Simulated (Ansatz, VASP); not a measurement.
HfC in VASP and in Ansatz

The input INCAR:

```
SYSTEM = HfC
PREC = Accurate ; ENCUT = 520
EDIFF = 1E-7 ; ISMEAR = 0
SIGMA = 0.1 ; LREAL = .False.
LASPH = .True. ; NELM = 100
ALGO = Normal ; ISIF = 2
LWAVE = .False. ; LCHARG = .True.
GGA = PE ; LELF = .True.
LVHAR = .True. ; NBANDS = 22
```

The input KPOINTS:

```
regular mesh
0
Gamma
  15 15 8
  0 0 0
```

The input POSCAR:

```
HfC
1.0
    3.5636289272      0.0000000000      0.0000000000
   -1.7818144636      3.0861931807      0.0000000000
    0.0000000000      0.0000000000      5.0780569726
Hf C
2 2
Direct
    0.6666666667      0.3333333333      0.7500000000
    0.3333333333      0.6666666667      0.2500000000
    0.0000000000      0.0000000000      0.0000000000
    0.0000000000      0.0000000000      0.5000000000
```

Input for Ansatz:

```yaml
crystal:
  lattice:
    - [3.5636289272, 0.0, 0.0]
    - [-1.7818144636, 3.0861931807, 0.0]
    - [0.0, 0.0, 5.0780569726]
  atoms:
    - { symbol: Hf, position: [0.6666666667, 0.3333333333, 0.75] }
    - { symbol: Hf, position: [0.3333333333, 0.6666666667, 0.25] }
    - { symbol: C, position: [0.0, 0.0, 0.0] }
    - { symbol: C, position: [0.0, 0.0, 0.5] }
basis:
  ecutwfc: 420
kpoints:
  mp_grid: { grid: [15, 15, 8] }
hamiltonian:
  xc: pbe
scf:
  occupations: { method: gaussian, width: 0.1 }
output:
  forces: true
  stress: true
  eigenvalues: true
```

Alike in both runs: task single point; functional PBE; k mesh 15 × 15 × 8; occupations gaussian, width 0.1 eV; no spin polarisation.

|  | VASP | Ansatz |
| --- | --- | --- |
| version | VASP 6.6.1 | Ansatz 0.2.0 |
| potentials or method | VASP PAW PBE potentials, release 64 (Hf_pv, C), cutoff 520 eV | scalar-relativistic, plane waves, PAW |
| valence electrons in the cell | 28 | 60 |

```csv
,VASP,Ansatz,Ansatz less VASP
gap on the k mesh at the Fermi level (eV),none,none,-
pressure (GPa),-21.5,-20.6,+0.81
"traceless stress, the component that is largest in VASP (GPa)",13.30,13.28,-0.022
```

A gap of «none» marks a metal or a gap that the smearing closes. VASP's potentials hold 28 valence electrons a cell and Ansatz's 60, so a difference there can come from the potentials and not from the codes.

Neither program's run includes spin-orbit coupling.
